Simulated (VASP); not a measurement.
# CdO (Fm-3m) in VASP: a series of runs

Aim: see how the results for CdO move with the level of theory and the settings. Levels: LDA, PBE, BLYP. Tasks: single point.

Program: VASP 6.6.1. These are calculated values, not measurements. Logs are shortened: lines on timing, memory, paths and dates and some standing lists are left out, and cuts for length are marked.

### 1 The cell of the first run

Symmetry: Fm-3m, No. 225, cubic system. The conventional cell has a = 4.722 Å, b = 4.722 Å, c = 4.722 Å, α = 90.00°, β = 90.00°, γ = 90.00°. Cd (site symmetry m-3m) has 6 O at 2.36 Å within 3.1 Å. Within 3.1 Å of O (site symmetry m-3m) lie 6 Cd at 2.36 Å.

### 2 Single point, LDA

Contents of INCAR:

```
SYSTEM = CdO
PREC = Accurate
ENCUT = 600
EDIFF = 1E-6
ISMEAR = 0
SIGMA = 0.1
LREAL = .False.
LASPH = .True.
NELM = 120
ALGO = Normal
ISIF = 2
LWAVE = .False.
LCHARG = .True.
LELF = .True.
LVHAR = .True.
NBANDS = 16
GGA_COMPAT = .False.
```

Contents of KPOINTS:

```
Automatic mesh
0
Gamma
  6 6 6
  0 0 0
```

Contents of POSCAR:

```
CdO
1.0
    0.0000000000      2.3609927699      2.3609927699
    2.3609927699      0.0000000000      2.3609927699
    2.3609927699      2.3609927699      0.0000000000
Cd O
1 1
Direct
    0.0000000000      0.0000000000      0.0000000000
    0.5000000000      0.5000000000      0.5000000000
```

Potentials or basis: VASP PAW LDA potentials, release 64 (Cd, O).

On the command line:

```bash
cat potpaw_LDA.64/Cd/POTCAR potpaw_LDA.64/O/POTCAR > POTCAR
mpirun -np 1 vasp_std > vasp.out
```

OUTCAR:

```text
SYSTEM = CdO
   PREC = Accurate
   ENCUT = 600
   EDIFF = 1E-6
   ISMEAR = 0
   LREAL = .False.
   LASPH = .True.
   NELM = 120
   ISIF = 2

 ion  position               nearest neighbor table
   1  0.000  0.000  0.000-   2 2.36   2 2.36   2 2.36   2 2.36   2 2.36   2 2.36
   2  0.500  0.500  0.500-   1 2.36   1 2.36   1 2.36   1 2.36   1 2.36   1 2.36

  LATTYP: Found a face centered cubic cell.
 ALAT       =     4.7219855398

  Lattice vectors:

 A1 = (   0.0000000000,   2.3609927699,   2.3609927699)
 A2 = (   2.3609927699,   0.0000000000,   2.3609927699)
 A3 = (   2.3609927699,   2.3609927699,   0.0000000000)

Analysis of symmetry for initial positions (statically):
=====================================================================
 Subroutine PRICEL returns:
 Original cell was already a primitive cell.

 Routine SETGRP: Setting up the symmetry group for a
 face centered cubic supercell.

 Subroutine GETGRP returns: Found 48 space group operations
 (whereof 48 operations were pure point group operations)
 out of a pool of 48 trial point group operations.

The static configuration has the point symmetry O_h .

Analysis of symmetry for dynamics (positions and initial velocities):
=====================================================================
 Subroutine PRICEL returns:
 Original cell was already a primitive cell.

 Routine SETGRP: Setting up the symmetry group for a
 face centered cubic supercell.

 Subroutine GETGRP returns: Found 48 space group operations
 (whereof 48 operations were pure point group operations)
 out of a pool of 48 trial point group operations.

The dynamic configuration has the point symmetry O_h .

 Subroutine INISYM returns: Found 48 space group operations
 (whereof 48 operations are pure point group operations),
 and found     1 'primitive' translations

----------------------------------------------------------------------------------------

                                     Primitive cell

  volume of cell :      26.3217

  direct lattice vectors                    reciprocal lattice vectors
     0.000000000  2.360992770  2.360992770    -0.211775320  0.211775320  0.211775320
     2.360992770  0.000000000  2.360992770     0.211775320 -0.211775320  0.211775320
     2.360992770  2.360992770  0.000000000     0.211775320  0.211775320 -0.211775320

  length of vectors
     3.338947996  3.338947996  3.338947996     0.366805614  0.366805614  0.366805614

  position of ions in fractional coordinates (direct lattice)
     0.000000000  0.000000000  0.000000000
     0.500000000  0.500000000  0.500000000

  ion indices of the primitive-cell ions
   primitive index   ion index
                 1           1
                 2           2

----------------------------------------------------------------------------------------

 KPOINTS: Automatic mesh

Automatic generation of k-mesh.
 Grid dimensions read from file:
 generate k-points for:    6    6    6

 Generating k-lattice:

  Cartesian coordinates                     Fractional coordinates (reciprocal lattice)
    -0.035295887  0.035295887  0.035295887     0.166666667  0.000000000  0.000000000
     0.035295887 -0.035295887  0.035295887     0.000000000  0.166666667  0.000000000
     0.035295887  0.035295887 -0.035295887     0.000000000  0.000000000  0.166666667

  Length of vectors
     0.061134269  0.061134269  0.061134269

  Shift w.r.t. Gamma in fractional coordinates (k-lattice)
     0.000000000  0.000000000  0.000000000

 Subroutine IBZKPT returns following result:
 ===========================================

 Found     16 irreducible k-points:

 Following reciprocal coordinates:
            Coordinates               Weight
  0.000000  0.000000  0.000000      1.000000
  0.166667  0.000000  0.000000      8.000000
  0.333333  0.000000  0.000000      8.000000
  0.500000  0.000000  0.000000      4.000000
  0.166667  0.166667  0.000000      6.000000
  0.333333  0.166667  0.000000     24.000000
[... 8 lines left out ...]
 -0.333333  0.333333  0.166667     24.000000
 -0.333333  0.500000  0.166667     12.000000
   k-points           NKPTS =     16   k-points in BZ     NKDIM =     16   number of bands    NBANDS=     16
   number of dos      NEDOS =    301   number of ions     NIONS =      2
   total plane-waves  NPLWV =  21952
   dimension x,y,z NGX =    28 NGY =   28 NGZ =   28
   dimension x,y,z NGXF=    56 NGYF=   56 NGZF=   56
   ions per type =               1   1
   NGX,Y,Z   is equivalent  to a cutoff of  13.94, 13.94, 13.94 a.u.
   NGXF,Y,Z  is equivalent  to a cutoff of  27.88, 27.88, 27.88 a.u.
 SYSTEM =  CdO
   PREC   = accura    normal or accurate (medium, high low for compatibility)
   ISTART =      0    job   : 0-new  1-cont  2-samecut
   ICHARG =      2    charge: 1-file 2-atom 10-const
   ISPIN  =      1    spin polarized calculation?
   LNONCOLLINEAR =      F non collinear calculations
   LSORBIT =      F    spin-orbit coupling
[... 124 lines left out ...]
      4      -5.0394      2.00000
      5      -4.7369      2.00000
      6      -4.5116      2.00000
[... 8 lines left out ...]
     15      22.5119      0.00000
     16      24.0370      0.00000

 k-point     7 :       0.5000    0.1667    0.0000
  band No.  band energies     occupation
      1     -14.5907      2.00000
      2      -5.6760      2.00000
      3      -5.4161      2.00000
      4      -5.3699      2.00000
      5      -4.5339      2.00000
      6      -4.4273      2.00000
[... 8 lines left out ...]
     15      22.4449      0.00000
     16      23.4014      0.00000

 k-point     8 :      -0.3333    0.1667    0.0000
  band No.  band energies     occupation
      1     -14.6371      2.00000
      2      -5.6960      2.00000
      3      -5.4732      2.00000
      4      -5.2879      2.00000
      5      -4.5872      2.00000
      6      -4.4269      2.00000
[... 8 lines left out ...]
     15      21.1221      0.00000
     16      21.3201      0.00000

 k-point     9 :      -0.1667    0.1667    0.0000
  band No.  band energies     occupation
      1     -14.9418      2.00000
      2      -5.3427      2.00000
      3      -5.2802      2.00000
      4      -5.1801      2.00000
      5      -4.8187      2.00000
      6      -4.5336      2.00000
[... 8 lines left out ...]
     15      19.9085      0.00000
     16      22.0467      0.00000

 k-point    10 :       0.3333    0.3333    0.0000
  band No.  band energies     occupation
      1     -14.7986      2.00000
      2      -5.3527      2.00000
      3      -5.1273      2.00000
      4      -4.5712      2.00000
      5      -4.5712      2.00000
      6      -4.5156      2.00000
[... 8 lines left out ...]
     15      25.1056      0.00000
     16      25.9840      0.00000

 k-point    11 :       0.5000    0.3333    0.0000
  band No.  band energies     occupation
      1     -14.6688      2.00000
      2      -5.4097      2.00000
      3      -4.8221      2.00000
      4      -4.8072      2.00000
      5      -4.3799      2.00000
      6      -4.3660      2.00000
[... 8 lines left out ...]
     15      24.7531      0.00000
     16      25.0492      0.00000

 k-point    12 :      -0.3333    0.3333    0.0000
  band No.  band energies     occupation
      1     -14.5863      2.00000
      2      -5.5158      2.00000
      3      -5.2141      2.00000
      4      -5.0101      2.00000
      5      -4.4725      2.00000
      6      -4.3566      2.00000
[... 8 lines left out ...]
     15      22.1300      0.00000
     16      24.6567      0.00000

 k-point    13 :       0.5000    0.5000    0.0000
  band No.  band energies     occupation
      1     -14.7056      2.00000
      2      -5.4648      2.00000
      3      -4.4480      2.00000
      4      -4.3159      2.00000
      5      -4.3159      2.00000
      6      -3.9996      2.00000
[... 8 lines left out ...]
     15      24.4035      0.00000
     16      27.1698      0.00000

 k-point    14 :       0.5000    0.3333    0.1667
  band No.  band energies     occupation
      1     -14.6755      2.00000
      2      -5.3665      2.00000
      3      -5.2778      2.00000
      4      -5.1944      2.00000
      5      -4.5502      2.00000
      6      -4.3641      2.00000
[... 8 lines left out ...]
     15      22.4351      0.00000
     16      25.1230      0.00000

 k-point    15 :      -0.3333    0.3333    0.1667
  band No.  band energies     occupation
      1     -14.5862      2.00000
      2      -5.4410      2.00000
      3      -5.1961      2.00000
      4      -5.1641      2.00000
      5      -4.4136      2.00000
      6      -4.3540      2.00000
[... 8 lines left out ...]
     15      20.4648      0.00000
     16      26.0660      0.00000

 k-point    16 :      -0.3333    0.5000    0.1667
  band No.  band energies     occupation
      1     -14.6259      2.00000
      2      -5.3307      2.00000
      3      -5.0196      2.00000
      4      -4.8456      2.00000
      5      -4.3157      2.00000
      6      -4.1005      2.00000
[... 8 lines left out ...]
     15      22.5842      0.00000
     16      25.7485      0.00000

------------------------ aborting loop because EDIFF is reached ----------------------------------------

  FORCE on cell =-STRESS in cart. coord.  units (eV):
  Direction    XX          YY          ZZ          XY          YZ          ZX
  --------------------------------------------------------------------------------------
  -------------------------------------------------------------------------------------
  Total       -1.0738021     -1.0738021     -1.0738021     -0.0000000      0.0000000      0.0000000
  in kB      -65.3613284    -65.3613284    -65.3613284     -0.0000000      0.0000000      0.0000000
  external PRESSURE =     -65.3613284 kB  Pullay stress =       0.0000000 kB

 VOLUME and BASIS-vectors are now :
 -----------------------------------------------------------------------------
  energy-cutoff  :      600.00
  volume of cell :       26.32
      direct lattice vectors                 reciprocal lattice vectors
     0.000000000  2.360992770  2.360992770    -0.211775320  0.211775320  0.211775320
     2.360992770  0.000000000  2.360992770     0.211775320 -0.211775320  0.211775320
     2.360992770  2.360992770  0.000000000     0.211775320  0.211775320 -0.211775320

 POSITION                                       TOTAL-FORCE (eV/Angst)
 -----------------------------------------------------------------------------------
      0.00000      0.00000      0.00000         0.000000      0.000000      0.000000
      2.36099      2.36099      2.36099        -0.000000     -0.000000     -0.000000
 -----------------------------------------------------------------------------------
    total drift:                                0.000000      0.000000      0.000000

  FREE ENERGIE OF THE ION-ELECTRON SYSTEM (eV)
  ---------------------------------------------------
  free  energy   TOTEN  =        -9.3213996627 eV

  energy  without entropy=       -9.3201353210  energy(sigma->0) =       -9.32076749
```

Run time: 4.9 s. Hardware: 1 thread of Intel Xeon 6975P-C (Granite Rapids), shared host; peak memory 0.14 GiB.

Results:

```yaml
Free_energy: -9.3214 eV
Pressure: -6.5 GPa
Band_gap_on_the_k_mesh: zero (band 9 reaches 1.64 eV, above the bottom of band 10 at 1.10 eV)
```

Caveat: the k points lie up to 0.38 Å⁻¹ apart.

### 3 Single point, PBE

Contents of INCAR:

```
SYSTEM = CdO
PREC = Accurate
ENCUT = 600
EDIFF = 1E-6
ISMEAR = 0
SIGMA = 0.1
LREAL = .FALSE.
LASPH = .TRUE.
NELM = 120
ALGO = Normal
ISIF = 2
LWAVE = .FALSE.
LCHARG = .FALSE.
GGA = PE
NBANDS = 16
GGA_COMPAT = .FALSE.
```

Contents of KPOINTS:

```
Automatic mesh
0
G
  6 6 6
  0 0 0
```

Contents of POSCAR:

```
CdO
1.0
    0.0000000000      2.3609927699      2.3609927699
    2.3609927699      0.0000000000      2.3609927699
    2.3609927699      2.3609927699      0.0000000000
Cd O
1 1
Direct
    0.2100000000      0.7440000000      0.0270000000
    0.7100000000      1.2440000000      0.5270000000
```

Potentials or basis: VASP PAW PBE potentials, release 64 (Cd, O).

On the command line:

```bash
cat potpaw_PBE.64/Cd/POTCAR potpaw_PBE.64/O/POTCAR > POTCAR
mpirun -np 1 vasp_std > vasp.out
```

It took 6.9 s on 1 thread of Intel Xeon 6975P-C (Granite Rapids), shared host; peak memory 0.15 GiB.

It converged, with:

```
Free energy            : -7.7145 eV
Pressure               : 5.1 GPa
Band gap on the k mesh : zero (band 9 reaches 1.90 eV, above the bottom of band 10 at 1.44 eV)
```

Levels at points of the mesh, in eV from the Fermi level:
```csv
k point,band 5,band 6,band 7,band 8,band 9,band 10,band 11,band 12,band 13,band 14
"(0.00, 0.00, 0.00)",-6.47,-6.47,-1.36,-1.36,-1.36,-0.54,14.88,16.85,16.85,16.85
"(0.50, 0.00, 0.00)",-6.23,-6.23,-3.86,-0.09,-0.09,4.35,7.13,11.80,11.80,17.53
"(0.50, 0.50, 0.00)",-6.10,-5.81,-4.31,-2.32,-2.32,3.74,8.41,11.08,13.15,13.15
```

Caveat: the k points lie up to 0.38 Å⁻¹ apart.

### 4 Single point, PBE

INCAR: that of step 3 with these lines changed.

```diff
@@ -14,2 +14,3 @@
 GGA = PE
+NELECT = 18.5
 NBANDS = 16
```

Contents of KPOINTS:

```
regular mesh
0
G
  6 6 6
  0 0 0
```

Contents of POSCAR:

```
CdO
1.0
    0.0000000000      2.3609927699      2.3609927699
    2.3609927699      0.0000000000      2.3609927699
    2.3609927699      2.3609927699      0.0000000000
Cd O
1 1
Direct
    0.0000000000      0.0000000000      0.0000000000
    0.5000000000      0.5000000000      0.5000000000
```

On the command line:

```bash
cat potpaw_PBE.64/Cd/POTCAR potpaw_PBE.64/O/POTCAR > POTCAR
mpirun -np 1 vasp_std > vasp.out
```

Run time: 8.8 s. Hardware: 1 thread of Intel Xeon 6975P-C (Granite Rapids), shared host; peak memory 0.15 GiB.

The run converged. Its results:

* Free energy: -5.2717 eV

Levels at points of the mesh, in eV from the Fermi level:
| k point | band 5 | band 6 | band 7 | band 8 | band 9 | band 10 | band 11 | band 12 | band 13 | band 14 |
| --- | --- | --- | --- | --- | --- | --- | --- | --- | --- | --- |
| (0.00, 0.00, 0.00) | -10.39 | -10.39 | -4.89 | -4.89 | -4.89 | -4.52 | 10.54 | 12.74 | 12.74 | 12.74 |
| (0.50, 0.00, 0.00) | -10.15 | -10.15 | -7.66 | -3.64 | -3.64 | 0.24 | 3.42 | 7.74 | 7.74 | 13.33 |
| (0.50, 0.50, 0.00) | -10.01 | -9.68 | -8.10 | -5.93 | -5.93 | -0.25 | 4.58 | 6.88 | 9.24 | 9.24 |

Caveat: the k points lie up to 0.38 Å⁻¹ apart; the cell carries a net charge on a neutralising background, which shifts energy and pressure; the cell is charged against a uniform background, so pressure and absolute levels hang on convention.

### 5 Single point, BLYP

Contents of INCAR:

```
AGGAC = 1.0
AGGAX = 1.0
ALDAC = 0.0
ALDAX = 1.0
ALGO = Normal
EDIFF = 1E-6
ENCUT = 600
GGA = B5
GGA_COMPAT = F
ISIF = 2
ISMEAR = -4
LASPH = T
LCHARG = F
LREAL = F
LWAVE = F
NBANDS = 16
NELM = 120
PREC = Accurate
SIGMA = 0.1
```

Contents of KPOINTS:

```
k-points
0
Gamma
  6 6 6
```

POSCAR is that of step 4.

On the command line:

```bash
cat potpaw_PBE.64/Cd/POTCAR potpaw_PBE.64/O/POTCAR > POTCAR
mpirun -np 1 vasp_std > vasp.out
```

It took 11 s on 1 thread of Intel Xeon 6975P-C (Granite Rapids), shared host; peak memory 0.16 GiB.

Results (log left out):

```yaml
Free_energy: -6.8927 eV
Pressure: 10.7 GPa
Band_gap_on_the_k_mesh: zero (band 9 reaches 2.28 eV, above the bottom of band 10 at 1.97 eV)
```

Levels at points of the mesh, in eV from the Fermi level:
```
           k point  band 5  band 6  band 7  band 8  band 9  band 10  band 11  band 12  band 13  band 14
(0.00, 0.00, 0.00)   -6.42   -6.42   -1.24   -1.24   -1.24    -0.29    15.57    17.21    17.21    17.21
(0.50, 0.00, 0.00)   -6.19   -6.19   -3.75    0.02    0.02     4.73     7.21    11.95    11.95    18.01
(0.50, 0.50, 0.00)   -6.06   -5.75   -4.10   -2.18   -2.18     3.79     8.69    11.63    13.29    13.29
```

Caveat: the k points lie up to 0.38 Å⁻¹ apart; the PAW data sets were made with another functional, which shifts forces and pressure a little.

### 6 Single point, PBE

Contents of INCAR:

```
PREC = Accurate
ENCUT = 600
EDIFF = 1E-6
ISMEAR = -1
SIGMA = 0.0012
LREAL = F
LASPH = T
NELM = 120
ALGO = Normal
ISIF = 2
LWAVE = F
LCHARG = F
GGA = PE
NBANDS = 16
GGA_COMPAT = F
```

Contents of KPOINTS:

```
Automatic mesh
0
Gamma
  6 6 6
```

POSCAR is that of step 5.

Potentials or basis: VASP PAW PBE potentials, release 64 (Cd, O).

On the command line:

```bash
cat potpaw_PBE.64/Cd/POTCAR potpaw_PBE.64/O/POTCAR > POTCAR
mpirun -np 1 vasp_std > vasp.out
```

It took 7.4 s on 1 thread of Intel Xeon 6975P-C (Granite Rapids), shared host; peak memory 0.15 GiB.

It converged, with:

* Free energy: -7.7134 eV
* Pressure: 5.1 GPa
* Band gap on the k mesh: zero (band 9 reaches 1.90 eV, above the bottom of band 10 at 1.44 eV)

Levels at points of the mesh, in eV from the Fermi level:
| k point | band 6 | band 7 | band 8 | band 9 | band 10 | band 11 | band 12 | band 13 |
| --- | --- | --- | --- | --- | --- | --- | --- | --- |
| (0.00, 0.00, 0.00) | -6.38 | -1.28 | -1.28 | -1.28 | -0.45 | 14.97 | 16.94 | 16.94 |
| (0.50, 0.00, 0.00) | -6.14 | -3.77 | 0.00 | 0.00 | 4.44 | 7.21 | 11.89 | 11.89 |
| (0.50, 0.50, 0.00) | -5.72 | -4.22 | -2.23 | -2.23 | 3.83 | 8.50 | 11.17 | 13.24 |

Caveat: the k points lie up to 0.38 Å⁻¹ apart.

### 7 Summary

| level | potentials or basis | smearing | gap on the mesh (eV) | pressure (GPa) |
| --- | --- | --- | --- | --- |
| LDA | VASP PAW LDA potentials, release 64 (Cd, O) | gaussian 0.1 eV | none | -6.5 |
| PBE | VASP PAW PBE potentials, release 64 (Cd, O) | gaussian 0.1 eV | none | 5.1 |
| BLYP | VASP PAW PBE potentials, release 64 (Cd, O) | tetrahedron | none | 10.7 |
| PBE | VASP PAW PBE potentials, release 64 (Cd, O) | fermi-dirac 0.0012 eV | none | 5.1 |

Alike in all rows: task single point; no spin polarisation; cell as given; k mesh 6 × 6 × 6; cutoff (eV) 600.

Caveats: all runs use coarse meshes; the PAW data sets were made with another functional, which shifts forces and pressure a little (some runs).

Total energies depend on the potentials used, so only differences within one code and one set of settings carry meaning.
